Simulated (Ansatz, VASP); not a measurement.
## Si in VASP and in Ansatz

Contents of INCAR:

```
SYSTEM = Si
PREC     = Accurate       ! precision mode
ENCUT    = 500            ! plane-wave cutoff, eV
EDIFF    = 1E-6           ! SCF threshold, eV
ISMEAR   = 0              ! smearing method
SIGMA    = 0.05           ! smearing width, eV
LREAL    = .FALSE.        ! projectors in reciprocal space
LASPH    = .TRUE.         ! aspherical terms in the spheres
NELM     = 120            ! most SCF steps
ALGO     = Normal         ! electronic algorithm
ISIF     = 2              ! what is computed and relaxed
LWAVE    = .FALSE.        ! write WAVECAR
LCHARG   = .FALSE.        ! write CHGCAR
GGA      = PE             ! functional
NBANDS   = 16             ! bands
GGA_COMPAT= .FALSE.
```

Contents of KPOINTS:

```
regular mesh
0
G
  8 8 6
  0 0 0
```

Contents of POSCAR:

```
Si
1.0
    0.0000000000     -2.7120622449     -2.7120622449
    0.0000000000      2.7120622449     -2.7120622449
    5.4241244898      0.0000000000      0.0000000000
Si
4
Direct
    0.5059494685      0.5219083380      0.0000000000
   -0.0059494685     -0.0219083380      0.5000000000
    1.0059494685      0.4780916620      0.2500000000
    0.4940505315      0.0219083380      0.7500000000
```

Input for Ansatz:

```yaml
crystal:
  lattice:
    - [0.0, -2.7120622449, -2.7120622449]
    - [0.0, 2.7120622449, -2.7120622449]
    - [5.4241244898, 0.0, 0.0]
  atoms:
    - { symbol: Si, position: [0.5059494685, 0.521908338, 0.0] }
    - { symbol: Si, position: [-0.0059494685, -0.021908338, 0.5] }
    - { symbol: Si, position: [1.0059494685, 0.478091662, 0.25] }
    - { symbol: Si, position: [0.4940505315, 0.021908338, 0.75] }
basis:
  ecutrho_ratio: 4
kpoints:
  mp_grid: { grid: [8, 8, 6] }
hamiltonian:
  xc: pbe
  pseudopotentials: { kind: paw, azcp: { folder: soft_1 } }
scf:
  occupations: { method: gaussian, width: 0.05 }
  lower_state_search: "off"
output:
  forces: true
  eigenvalues: true
  stress: true
```

Alike in both runs: task single point; functional PBE; k mesh 8 × 8 × 6; occupations gaussian, width 0.05 eV; no spin polarisation.

|  | VASP | Ansatz |
| --- | --- | --- |
| version | VASP 6.6.1 | Ansatz 0.2.0 |
| potentials or method | VASP PAW PBE potentials, release 64 (Si) | scalar-relativistic, plane waves, PAW |
| plane-wave cutoff (eV) | 500 | 420 |
| valence electrons in the cell | 16 | 16 |

```csv
,VASP,Ansatz,Ansatz less VASP
gap on the k mesh at the Fermi level (eV),0.56,0.56,-0.002
pressure (GPa),2.0,2.1,+0.07
"traceless stress, the component that is largest in VASP (GPa)",-0.13,-0.14,-0.002
rms of the force components (eV/Å),0.111,0.110,-0.0007
```

Atom by atom the forces differ by 0.001 eV/Å (rms over components).
